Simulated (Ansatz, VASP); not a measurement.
This is a calculation of NbTe for VASP 6.6.1.

Contents of INCAR:

```
SYSTEM = NbTe
  PREC = Accurate
  ENCUT = 520
  EDIFF = 1E-6
  ISMEAR = 0
  SIGMA = 0.019000000000000003
  LREAL = .False.
  LASPH = .True.
  NELM = 100
  ALGO = Normal
  ISIF = 2
  LWAVE = .False.
  LCHARG = .False.
  GGA = PE
  NBANDS = 16
```

File KPOINTS:

```
Automatic mesh
0
Gamma
  8 8 7
  0 0 0
```

File POSCAR:

```
NbTe
1.0
    3.7029743866      0.0000000000      0.0000000000
   -1.8514871933      3.2068698884      0.0000000000
    0.0000000000      0.0000000000      3.6942110000
Te Nb
1 1
Direct
    0.6666666667      0.3333333333      0.0000000000
    0.0000000000      0.0000000000      0.5000000000
```

Potentials or basis: VASP PAW PBE potentials, release 64 (Te, Nb_sv).

The run is started by

```console
$ cat potpaw_PBE.64/Te/POTCAR potpaw_PBE.64/Nb_sv/POTCAR > POTCAR
$ mpirun -np 1 vasp_std > vasp.out
```

**Question.** Translate it to Ansatz 0.2.0. Potentials there: Ansatz PAW.

**Answer.** As run (the cutoff follows the program's own potentials):

File input.yaml:

```yaml
crystal:
  lattice:
    - [3.7029743866, 0.0, 0.0]
    - [-1.8514871933, 3.2068698884, 0.0]
    - [0.0, 0.0, 3.694211]
  atoms:
    - { symbol: Te, position: [0.6666666667, 0.3333333333, 0.0] }
    - { symbol: Nb, position: [0.0, 0.0, 0.5] }
hamiltonian:
  xc: pbe
  pseudopotentials: { kind: paw }
kpoints:
  mp_grid: { grid: [8, 8, 7] }
scf:
  occupations: { method: gaussian, width: 0.019 }
output:
  forces: true
  stress: true
  eigenvalues: true
```

Potentials or basis: Ansatz PAW.

Run with:

```console
$ ansatz run input.yaml --threads 2 --pin off --max-ram 5632MiB --backend cpu --events-out ev --progress --plain --runs-dir out
```

Both were run:

|  | VASP | Ansatz | Ansatz less VASP |
| --- | --- | --- | --- |
| gap on the k mesh at the Fermi level (eV) | none | none | - |
| pressure (GPa) | -0.8 | -0.6 | +0.23 |
| traceless stress, the component that is largest in VASP (GPa) | 0.80 | 0.85 | +0.047 |

A gap of «none» marks a metal or a gap that the smearing closes. With one functional, cell and mesh, what is left measures potentials, basis and numerics. VASP's potentials hold 19 valence electrons a cell and Ansatz's 29, so a difference there can come from the potentials and not from the codes.

Neither program's run includes spin-orbit coupling.
